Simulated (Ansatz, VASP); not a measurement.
# TaN: VASP beside Ansatz

Contents of POSCAR:

```
TaN
1.0
    0.0000000000      2.2113230000      2.2113230000
    2.2113230000      0.0000000000      2.2113230000
    2.2113230000      2.2113230000      0.0000000000
Ta N
1 1
Direct
    0.5000000000      0.5000000000      0.5000000000
    0.0000000000      0.0000000000      0.0000000000
```

INCAR.step1

```
PREC     = Accurate       # precision mode
ENCUT    = 660            # plane-wave cutoff, eV
ISMEAR   = -1             # smearing method
SIGMA    = 0.05           # smearing width, eV
LREAL    = F              # projectors in reciprocal space
LASPH    = T              # aspherical terms in the spheres
NELM     = 120            # most SCF steps
NBANDS   = 16             # bands
GGA      = PE             # functional
ALGO     = Normal         # electronic algorithm
EDIFF    = 1E-5           # SCF threshold, eV
LWAVE    = T              # write WAVECAR
LCHARG   = F              # write CHGCAR
GGA_COMPAT= F
```

Contents of INCAR.step2:

```
PREC     = Accurate       # precision mode
ENCUT    = 660            # plane-wave cutoff, eV
EDIFF    = 1E-6           # SCF threshold, eV
ISMEAR   = -1             # smearing method
SIGMA    = 0.05           # smearing width, eV
LREAL    = F              # projectors in reciprocal space
LASPH    = T              # aspherical terms in the spheres
NELM     = 120            # most SCF steps
ALGO     = Normal         # electronic algorithm
ISIF     = 2              # what is computed and relaxed
LWAVE    = F              # write WAVECAR
LCHARG   = T              # write CHGCAR
METAGGA  = R2SCAN         # meta-GGA
LMIXTAU  = T            
LELF     = T              # ELF
LVHAR    = T            
NBANDS   = 16             # bands
ISTART   = 1            
GGA_COMPAT= F
```

The input KPOINTS:

```
Automatic mesh
0
Gamma
  10 10 10
```

input.yaml

```yaml
crystal:
  lattice:
    - [0.0, 2.211323, 2.211323]
    - [2.211323, 0.0, 2.211323]
    - [2.211323, 2.211323, 0.0]
  atoms:
    - { symbol: Ta, position: [0.5, 0.5, 0.5] }
    - { symbol: "N", position: [0.0, 0.0, 0.0] }
hamiltonian:
  xc: r2scan
  pseudopotentials: { kind: paw }
kpoints:
  mp_grid: { grid: [10, 10, 10] }
scf:
  occupations: { method: fermi_dirac, width: 0.05 }
  n_extra_bands: 6
output:
  forces: true
  stress: true
  eigenvalues: true
  dos: { projected: true, de: 0.05, nscf_kmesh: { grid: [15, 15, 15] } }
  write_density: true
  write_potential: true
  elf: true
  volumetric_format: npy
```

Alike in both runs: functional r2SCAN; k mesh 10 × 10 × 10; occupations fermi-dirac, width 0.05 eV; no spin polarisation.

|  | VASP | Ansatz |
| --- | --- | --- |
| version | VASP 6.6.1 | Ansatz 0.2.0 |
| potentials or method | VASP PAW PBE potentials, release 64 (Ta_sv_GW, N) | Ansatz PAW |
| plane-wave cutoff (eV) | 660 | 500 |
| valence electrons in the cell | 18 | 18 |
| task | single point | projected density of states |

```csv
,VASP,Ansatz,Ansatz less VASP
gap on the k mesh at the Fermi level (eV),none,none,-
pressure (GPa),-6.2,-6.2,+0.07
```

VASP's potentials were made for PBE, not for r2SCAN. A gap of «none» marks a metal or a gap that the smearing closes.

Spin-orbit coupling is off throughout.
